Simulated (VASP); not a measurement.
# BN in VASP: notebook

BN is run at these levels: PBEsol; tasks: single point, relaxation of cell and atoms.

Everything below comes from runs of VASP 6.6.1. Logs are shortened: lines on timing, memory, paths and dates and some standing lists are left out, and cuts for length are marked.

### Step 1. The cell of the first run

The typed cell holds 2 atoms: a = 2.504 Å, b = 2.504 Å, c = 3.784 Å, α = 90.07°, β = 109.25°, γ = 120.00°.

### Step 2. Single point, PBEsol

Input file INCAR:

```
PREC     = Accurate       # precision mode
ENCUT    = 520            # plane-wave cutoff, eV
EDIFF    = 1E-6           # SCF threshold, eV
ISMEAR   = 0              # smearing method
SIGMA    = 0.01           # smearing width, eV
LREAL    = F              # projectors in reciprocal space
LASPH    = T              # aspherical terms in the spheres
NELM     = 100            # most SCF steps
ALGO     = Normal         # electronic algorithm
ISIF     = 2              # what is computed and relaxed
LWAVE    = F              # write WAVECAR
LCHARG   = F              # write CHGCAR
GGA      = PS             # functional
NBANDS   = 11             # bands
```

Input file KPOINTS:

```
Automatic mesh
0
Gamma
  12 12 12
```

Input file POSCAR:

```
BN
1.0
    2.4942240706      0.0015369396     -0.2228945706
   -1.2384763382      2.1650289388      0.2228556015
   -0.9343152293     -0.9056238753      3.5529683602
B N
1 1
Direct
    0.9908805789      0.9913440606     -0.0063894393
    0.6572684211      0.3245399394      0.9931944393
```

Potentials or basis: VASP PAW PBE potentials, release 64 (B, N).

Command:

```bash
> cat potpaw_PBE.64/B/POTCAR potpaw_PBE.64/N/POTCAR > POTCAR
> mpirun -np 1 vasp_std > vasp.out
```

OUTCAR:

```text
PREC = Accurate
   ENCUT = 520
   EDIFF = 1E-6
   ISMEAR = 0
   LREAL = F
   LASPH = T
   NELM = 100
   ISIF = 2
   GGA = PS

 ion  position               nearest neighbor table
   1  0.991  0.991  0.994-   2 1.45   2 1.45   2 1.45
   2  0.657  0.325  0.993-   1 1.45   1 1.45   1 1.45

  LATTYP: Found a base centered monoclinic cell.
 ALAT       =     4.3373313441
 B/A-ratio  =     0.5773546737
 C/A-ratio  =     0.8730782912
 COS(beta)  =    -0.3832193316

  Lattice vectors:

 A1 = (  -1.2384763382,   2.1650289388,   0.2228556015)
 A2 = (  -2.4942240706,  -0.0015369396,   0.2228945706)
 A3 = (   1.5599088413,  -0.9040869357,   3.3300737896)

Analysis of symmetry for initial positions (statically):
=====================================================================
 Subroutine PRICEL returns:
 Original cell was already a primitive cell.

 Routine SETGRP: Setting up the symmetry group for a
 base centered monoclinic supercell.

 Subroutine GETGRP returns: Found  2 space group operations
 (whereof  1 operations were pure point group operations)
 out of a pool of  4 trial point group operations.

The static configuration has the point symmetry C_1 .
 The point group associated with its full space group is C_1h.

Analysis of symmetry for dynamics (positions and initial velocities):
=====================================================================
 Subroutine PRICEL returns:
 Original cell was already a primitive cell.

 Routine SETGRP: Setting up the symmetry group for a
 base centered monoclinic supercell.

 Subroutine GETGRP returns: Found  2 space group operations
 (whereof  1 operations were pure point group operations)
 out of a pool of  4 trial point group operations.

The dynamic configuration has the point symmetry C_1 .
 The point group associated with its full space group is C_1h.

 Subroutine INISYM returns: Found  2 space group operations
 (whereof  1 operations are pure point group operations),
 and found     1 'primitive' translations

----------------------------------------------------------------------------------------

                                     Primitive cell

  volume of cell :      18.9952

  direct lattice vectors                    reciprocal lattice vectors
     2.494224071  0.001536940 -0.222894571     0.415583395  0.220689594  0.165536982
    -1.238476338  2.165028939  0.222855602     0.010339329  0.455569365  0.118839979
    -0.934315229 -0.905623875  3.552968360     0.025422997 -0.014730126  0.284385628

  length of vectors
     2.504164145  2.504164245  3.783739383     0.498814543  0.470928114  0.285899442

  position of ions in fractional coordinates (direct lattice)
     0.990880579  0.991344061  0.993610561
     0.657268421  0.324539939  0.993194439

  ion indices of the primitive-cell ions
   primitive index   ion index
                 1           1
                 2           2

----------------------------------------------------------------------------------------

 KPOINTS: Automatic mesh

Automatic generation of k-mesh.
 Grid dimensions read from file:
 generate k-points for:   12   12   12

 Generating k-lattice:

  Cartesian coordinates                     Fractional coordinates (reciprocal lattice)
     0.034631950  0.018390800  0.013794749     0.083333333  0.000000000  0.000000000
     0.000861611  0.037964114  0.009903332     0.000000000  0.083333333  0.000000000
     0.002118583 -0.001227511  0.023698802    -0.000000000  0.000000000  0.083333333

  Length of vectors
     0.041567879  0.039244010  0.023824954

  Shift w.r.t. Gamma in fractional coordinates (k-lattice)
     0.000000000  0.000000000  0.000000000

 Subroutine IBZKPT returns following result:
 ===========================================

 Found    476 irreducible k-points:

 Following reciprocal coordinates:
            Coordinates               Weight
  0.000000  0.000000  0.000000      1.000000
  0.083333 -0.000000 -0.000000      4.000000
  0.166667  0.000000 -0.000000      4.000000
  0.250000 -0.000000 -0.000000      4.000000
[... 41 lines left out ...]

 Free energy of the ion-electron system (eV)
  ---------------------------------------------------
  ext. energy  EPLUGINS =         0.00000000
  ---------------------------------------------------
  free energy    TOTEN  =       -18.28573774 eV

  energy without entropy =      -18.28573774  energy(sigma->0) =      -18.28573774

 E-fermi :   1.8356     XC(G=0):  -9.9559

 val. band max:        1.7698009326   @ k =   0.3333   0.3333   0.0833
 cond. band min:       6.0059942579   @ k =   0.5000   0.5000   0.5000
 fundamental gap:      4.2361933253
 Fermi energy:         1.8355791934

 k-point     1 :       0.0000    0.0000    0.0000
  band No.  band energies     occupation
      1     -15.9331      2.00000
      2      -2.6193      2.00000
      3       0.4884      2.00000
      4       0.4884      2.00000
      5       6.5505      0.00000
      6      13.3687      0.00000
      7      13.3695      0.00000
      8      14.7730      0.00000
      9      16.2654      0.00000
     10      27.3273      0.00000
     11      28.4433      0.00000

 k-point     2 :       0.0833   -0.0000   -0.0000
  band No.  band energies     occupation
      1     -15.7916      2.00000
      2      -2.5114      2.00000
      3      -0.0757      2.00000
      4       0.2257      2.00000
      5       6.9185      0.00000
      6      13.2771      0.00000
      7      13.9615      0.00000
      8      14.3120      0.00000
      9      16.7118      0.00000
     10      26.9111      0.00000
     11      27.7160      0.00000

 k-point     3 :       0.1667    0.0000   -0.0000
  band No.  band energies     occupation
      1     -15.3757      2.00000
      2      -2.1820      2.00000
      3      -1.4773      2.00000
      4      -0.4134      2.00000
      5       7.8859      0.00000
      6      12.8422      0.00000
      7      13.2984      0.00000
      8      15.5675      0.00000
      9      17.7800      0.00000
     10      24.1438      0.00000
     11      28.5813      0.00000
[... 267 lines left out ...]
 k-point    23 :       0.2500    0.1667   -0.0000
  band No.  band energies     occupation
      1     -13.5624      2.00000
      2      -5.0573      2.00000
      3      -3.0004      2.00000
      4      -0.2994      2.00000
      5       8.3671      0.00000
      6      12.1740      0.00000
      7      14.5053      0.00000
      8      17.5697      0.00000
      9      18.7787      0.00000
     10      22.4400      0.00000
     11      24.9862      0.00000

 k-point    24 :       0.3333    0.1667   -0.0000
  band No.  band energies     occupation
      1     -12.8010      2.00000
      2      -6.2443      2.00000
      3      -3.5355      2.00000
      4       0.5748      2.00000
      5       6.8912      0.00000
      6      13.2561      0.00000
      7      14.8250      0.00000
      8      17.8682      0.00000
      9      19.7321      0.00000
     10      22.5983      0.00000
     11      24.7197      0.00000

 [... further k-points ...]

------------------------ aborting loop because EDIFF is reached ----------------------------------------

  FORCE on cell =-STRESS in cart. coord.  units (eV):
  Direction    XX          YY          ZZ          XY          YZ          ZX
  --------------------------------------------------------------------------------------
  -------------------------------------------------------------------------------------
  Total        0.0583582      0.0589035     -0.0165861      0.0004757      0.0041903     -0.0072294
  in kB        4.9222984      4.9682914     -1.3989739      0.0401227      0.3534399     -0.6097750
  external PRESSURE =       2.8305386 kB  Pullay stress =       0.0000000 kB

 VOLUME and BASIS-vectors are now :
 -----------------------------------------------------------------------------
  energy-cutoff  :      520.00
  volume of cell :       19.00
      direct lattice vectors                 reciprocal lattice vectors
     2.494224071  0.001536940 -0.222894571     0.415583395  0.220689594  0.165536982
    -1.238476338  2.165028939  0.222855602     0.010339329  0.455569365  0.118839979
    -0.934315229 -0.905623875  3.552968360     0.025422997 -0.014730126  0.284385628

 POSITION                                       TOTAL-FORCE (eV/Angst)
 -----------------------------------------------------------------------------------
      0.31538      1.24797      3.53033        -0.000066      0.000038     -0.000133
      0.30948     -0.19581      3.45461         0.000066     -0.000038      0.000133
 -----------------------------------------------------------------------------------
    total drift:                               -0.000033      0.000162      0.000081

  FREE ENERGIE OF THE ION-ELECTRON SYSTEM (eV)
  ---------------------------------------------------
  free  energy   TOTEN  =       -18.2857377396 eV

  energy  without entropy=      -18.2857377396  energy(sigma->0) =      -18.28573774
```

It took 54 s on 1 thread of Intel Xeon Platinum 8488C (Sapphire Rapids), shared host; peak memory 0.2 GiB.

Results:

```
Free energy            : -18.2857 eV
Pressure               : 0.3 GPa
Band gap on the k mesh : 4.24 eV (least direct gap 4.62 eV)
```

Caveat: the PAW data sets were made with another functional, which shifts forces and pressure a little; this functional lacks dispersion, which binds layers or chains, so the pressure and a relaxed spacing across them are unreliable. A k mesh can miss the band edges.

### Step 3. Single point, PBEsol

This run uses another cell than the first one, of 8.92 Å³/atom.

Input file INCAR:

```
ALGO = Normal ; EDIFF = 1E-7
ENCUT = 520 ; GGA = PS
ISIF = 2 ; ISMEAR = 0
LASPH = True ; LCHARG = False
LREAL = False ; LWAVE = False
NBANDS = 11 ; NELM = 80
PREC = Accurate ; SIGMA = 0.01
```

Input file KPOINTS:

```
k-points
0
Gamma
  12 12 12
```

Input file POSCAR:

```
BN
1.0
    2.4918963866      0.0016164563     -0.2244147560
   -1.2372497636      2.1630483273      0.2243817139
   -0.9541076921     -0.8928760411      3.3463707541
B N
1 1
Direct
    0.9910449067      0.9914272226     -0.0061418706
    0.6571040933      0.3244567774      0.9929468706
```

Potentials or basis: VASP PAW PBE potentials, release 64 (B, N).

Command:

```bash
> cat potpaw_PBE.64/B/POTCAR potpaw_PBE.64/N/POTCAR > POTCAR
> mpirun -np 1 vasp_std > vasp.out
```

It took 20 s on 1 thread of AMD EPYC 9R45 (Zen 5), shared host; peak memory 0.12 GiB.

The run converged. Its results:

- Free energy: -18.2824 eV
- Pressure: 1.3 GPa
- Band gap on the k mesh: 4.13 eV (least direct gap 4.64 eV)

Stress tensor (GPa, compression positive):
```
 1.53  0.00 -0.06
 0.00  1.53  0.03
-0.06  0.03  0.87
```

Levels at points of the mesh, in eV from the valence-band top:
```
           k point  band 1  band 2  band 3  band 4  band 5  band 6  band 7  band 8
(0.00, 0.00, 0.00)  -17.76   -4.05   -1.25   -1.25    5.13   11.66   11.66   13.18
(0.50, 0.00, 0.00)  -14.43   -8.79   -4.11   -1.22    4.13    9.85   14.25   17.79
(0.00, 0.50, 0.00)  -14.51   -8.95   -4.04   -0.55    5.26    9.92   12.99   15.11
(0.00, 0.00, 0.50)  -17.43   -6.31   -1.27   -1.27   10.27   11.58   11.58   12.40
```

Caveat: the PAW data sets were made with another functional, which shifts forces and pressure a little; this functional lacks dispersion, which binds layers or chains, so the pressure and a relaxed spacing across them are unreliable.

### Step 4. Single point, PBEsol

Input file INCAR:

```
PREC     = Accurate       # precision mode
ENCUT    = 520            # plane-wave cutoff, eV
EDIFF    = 1E-6           # SCF threshold, eV
ISMEAR   = 0              # smearing method
SIGMA    = 0.01           # smearing width, eV
LREAL    = F              # projectors in reciprocal space
LASPH    = T              # aspherical terms in the spheres
NELM     = 100            # most SCF steps
ALGO     = Normal         # electronic algorithm
ISIF     = 2              # what is computed and relaxed
LWAVE    = F              # write WAVECAR
LCHARG   = F              # write CHGCAR
GGA      = PS             # functional
NBANDS   = 11             # bands
```

Input file KPOINTS:

```
Automatic mesh
0
Gamma
  12 12 12
```

Input file POSCAR:

```
BN
1.0
    2.4942240692      0.0015369401     -0.2228945810
   -1.2384763371      2.1650289381      0.2228556101
   -0.9343152314     -0.9056238774      3.5529684021
B N
1 1
Direct
    0.9908805793      0.9913440608     -0.0063894389
    0.6572684207      0.3245399392      0.9931944389
```

Command:

```bash
> cat potpaw_PBE.64/B/POTCAR potpaw_PBE.64/N/POTCAR > POTCAR
> mpirun -np 1 vasp_std > vasp.out
```

It took 47 s on 1 thread of AMD EPYC 9R45 (Zen 5), shared host; peak memory 0.17 GiB.

The run converged. Its results:

```
Free energy            : -18.2857 eV
Pressure               : 0.3 GPa
Band gap on the k mesh : 4.24 eV (least direct gap 4.62 eV)
```

Stress tensor (GPa, compression positive):
```
 0.49  0.00 -0.06
 0.00  0.50  0.04
-0.06  0.04 -0.14
```

Levels at points of the mesh, in eV from the valence-band top:
```
           k point  band 1  band 2  band 3  band 4  band 5  band 6  band 7  band 8  band 9
(0.00, 0.00, 0.00)  -17.70   -4.39   -1.28   -1.28    4.78   11.60   11.60   13.00   14.50
(0.50, 0.00, 0.00)  -14.46   -8.83   -4.12   -1.14    4.24    9.83   13.80   16.82   19.62
(0.00, 0.50, 0.00)  -14.51   -8.93   -4.08   -0.67    5.14    9.77   12.70   14.51   19.40
(0.50, 0.50, 0.00)  -14.51   -8.93   -4.08   -0.66    5.15    9.76   12.69   14.49   19.40
(0.00, 0.00, 0.50)  -17.50   -6.06   -1.29   -1.29    9.54   11.55   11.55   11.93   15.72
(0.50, 0.50, 0.50)  -14.46   -8.83   -4.12   -1.14    4.24    9.83   13.81   16.85   19.61
```

Caveat: the PAW data sets were made with another functional, which shifts forces and pressure a little; this functional lacks dispersion, which binds layers or chains, so the pressure and a relaxed spacing across them are unreliable. A k mesh can miss the band edges.

### Step 5. Relaxation of cell and atoms, PBEsol, target pressure 1 GPa, at which the enthalpy is minimised

Input file INCAR:

```
ALGO = Normal
EDIFF = 1E-6
EDIFFG = -0.001
ENCUT = 600
GGA = PS
IBRION = 2
ISIF = 3
ISMEAR = 0
LASPH = T
LCHARG = F
LREAL = F
LWAVE = F
NELM = 100
NSW = 80
PREC = Accurate
PSTRESS = 10.0
SIGMA = 0.01
```

Input file KPOINTS:

```
k-points
0
Gamma
  12 12 12
```

POSCAR is that of step 4.

Command:

```bash
> cat potpaw_PBE.64/B/POTCAR potpaw_PBE.64/N/POTCAR > POTCAR
> mpirun -np 1 vasp_std > vasp.out
```

Wall time 4.9 min (1 thread of AMD EPYC 9R45 (Zen 5), shared host); peak memory 0.17 GiB.

The run converged. Its results:

| Property | Result |
| --- | --- |
| Free energy | -18.2873 eV |
| Relaxed volume | 8.83 Å³/atom |
| Relaxed cell | a = 2.503 Å, b = 2.503 Å, c = 3.562 Å, α = 90.05°, β = 110.51°, γ = 120.00° |
| Space group after relaxing (to 0.1 Å) | R3m (No. 160) |
| Energy change on relaxing (the run minimises the enthalpy) | +1.0 meV/atom |
| Ionic steps | 21 |
| Pressure after relaxing | 1.0 GPa |
| Band gap on the k mesh | 4.10 eV (least direct gap 4.64 eV) |

The path:
| step | energy change (eV) | largest force (eV/Å) | pressure (GPa) | volume (Å³) |
| --- | --- | --- | --- | --- |
| 1 | 0.0000 | 0.0001 | 0.11 | 19.00 |
| 2 | 0.0005 | 0.0007 | 1.53 | 18.85 |
| 3 | 0.0004 | 0.0006 | 1.33 | 18.87 |
| 4 | 0.0003 | 0.0010 | 1.33 | 18.83 |
| 5 | 0.0001 | 0.0023 | 1.30 | 18.70 |
| 6 | 0.0000 | 0.0055 | 1.29 | 18.44 |
| 7 | 0.0007 | 0.0142 | 1.31 | 17.93 |
| 8 | 0.0101 | 0.0451 | 1.67 | 16.91 |
| 9 | 0.0018 | 0.0196 | 1.34 | 17.70 |
| 10 | 0.0023 | 0.0216 | 1.39 | 17.62 |
| 11 | 0.0021 | 0.0210 | 1.35 | 17.64 |
| 12 | 0.0018 | 0.0292 | -0.43 | 17.76 |
| 13 | 0.0019 | 0.0115 | 0.96 | 17.67 |
| 14 | 0.0019 | 0.0113 | 0.95 | 17.67 |
| 15 | 0.0019 | 0.0143 | 1.04 | 17.66 |
| 16 | 0.0019 | 0.0044 | 0.99 | 17.67 |
| 17 | 0.0019 | 0.0038 | 0.98 | 17.67 |
| 18 | 0.0019 | 0.0038 | 0.99 | 17.67 |
| 19 | 0.0019 | 0.0157 | 1.00 | 17.66 |
| 20 | 0.0019 | 0.0025 | 1.01 | 17.67 |
| 21 | 0.0019 | 0.0006 | 0.99 | 17.67 |

Final structure:
```cif
data_structure
_symmetry_space_group_name_H-M 'P 1'
_symmetry_Int_Tables_number 1
_cell_length_a 2.5027
_cell_length_b 2.5027
_cell_length_c 3.5621
_cell_angle_alpha 90.050
_cell_angle_beta 110.513
_cell_angle_gamma 120.000
_cell_volume 17.67
loop_
_atom_site_label
_atom_site_type_symbol
_atom_site_fract_x
_atom_site_fract_y
_atom_site_fract_z
_atom_site_occupancy
B1 B 0.99109 0.99144 0.99392 1
N1 N 0.65706 0.32444 0.99289 1
```

Levels at points of the mesh, in eV from the valence-band top:
| k point | band 1 | band 2 | band 3 | band 4 | band 5 | band 6 | band 7 | band 8 |
| --- | --- | --- | --- | --- | --- | --- | --- | --- |
| (0.00, 0.00, 0.00) | -17.77 | -3.99 | -1.25 | -1.25 | 5.19 | 11.65 | 11.66 | 13.18 |
| (0.50, 0.00, 0.00) | -14.43 | -8.79 | -4.12 | -1.24 | 4.10 | 9.82 | 14.32 | 17.93 |
| (0.00, 0.50, 0.00) | -14.52 | -8.95 | -4.04 | -0.54 | 5.27 | 9.93 | 13.04 | 15.22 |
| (0.50, 0.50, 0.00) | -14.52 | -8.95 | -4.04 | -0.53 | 5.28 | 9.93 | 13.03 | 15.20 |
| (0.00, 0.00, 0.50) | -17.42 | -6.36 | -1.27 | -1.27 | 10.38 | 11.56 | 11.56 | 12.44 |
| (0.50, 0.50, 0.50) | -14.43 | -8.79 | -4.12 | -1.25 | 4.10 | 9.83 | 14.33 | 17.95 |

Caveat: the cell is relaxed towards a set pressure, so the run minimises the enthalpy, not the energy; the PAW data sets were made with another functional, which shifts forces and pressure a little; this functional lacks dispersion, which binds layers or chains, so the pressure and a relaxed spacing across them are unreliable. A k mesh can miss the band edges.

### Step 6. Summary

```tsv
task	cell	cutoff (eV)	gap on the mesh (eV)	pressure (GPa)
single point	a = 2.504, b = 2.504, c = 3.784 Å, angles 90.1, 109.2, 120.0°, 2 atoms, atomic positions A	520	4.24	0.3
single point	a = 2.502, b = 2.502, c = 3.592 Å, angles 90.0, 110.4, 120.0°, 2 atoms, atomic positions B	520	4.13	1.3
relaxation of cell and atoms	relaxed to 1 GPa from a = 2.504, b = 2.504, c = 3.784 Å, angles 90.1, 109.2, 120.0°, 2 atoms, atomic positions A	600	4.10	1.0
```

Alike in all rows: level PBEsol; potentials or basis VASP PAW PBE potentials, release 64 (B, N); no spin polarisation; k mesh 12 × 12 × 12; smearing gaussian 0.01 eV.

Caveats: the PAW data sets were made with another functional, which shifts forces and pressure a little; this functional lacks dispersion, which binds layers or chains, so the pressure and a relaxed spacing across them are unreliable; the cell is relaxed towards a set pressure, so the run minimises the enthalpy, not the energy (at least some runs).

Total energies depend on the potentials used, so only differences within one code and one set of settings carry meaning.
